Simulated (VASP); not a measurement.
A run of VASP 6.6.1 is set up as follows.

File INCAR:

```
PREC = Accurate
ENCUT = 520
EDIFF = 1E-6
ISMEAR = -5
SIGMA = 0.1
LREAL = F
LASPH = T
NELM = 150
ALGO = Normal
ISIF = 2
LWAVE = F
LCHARG = F
ISPIN = 2
MAGMOM = 5 -5 0 0
LORBIT = 11
LMAXMIX = 4
GGA = PE
NBANDS = 31
```

The input KPOINTS:

```
Automatic mesh
0
Gamma
  12 12 8
```

File POSCAR:

```
MnO
1.0
    3.0779632574      0.0000000000      0.0000000000
   -1.5389816287      2.6655943729      0.0000000000
    0.0000000000      0.0000000000      5.2995560115
Mn O
2 2
Direct
    0.0000000000      0.0000000000      0.0000000000
    0.0000000000      0.0000000000      0.5000000000
    0.3333333333      0.6666666667      0.2499993605
    0.6666666667      0.3333333333      0.7500006395
```

Potentials or basis: VASP PAW PBE potentials, release 64 (Mn_pv, O).

Launch:

```console
$ cat potpaw_PBE.64/Mn_pv/POTCAR potpaw_PBE.64/O/POTCAR > POTCAR
$ mpirun -np 1 vasp_std > vasp.out
```

(1) What does it give for the band gap on the k mesh?

(2) What does it give for the net moment?

Results:

(1) 0.88 eV.

(2) 0.00 μB per cell.
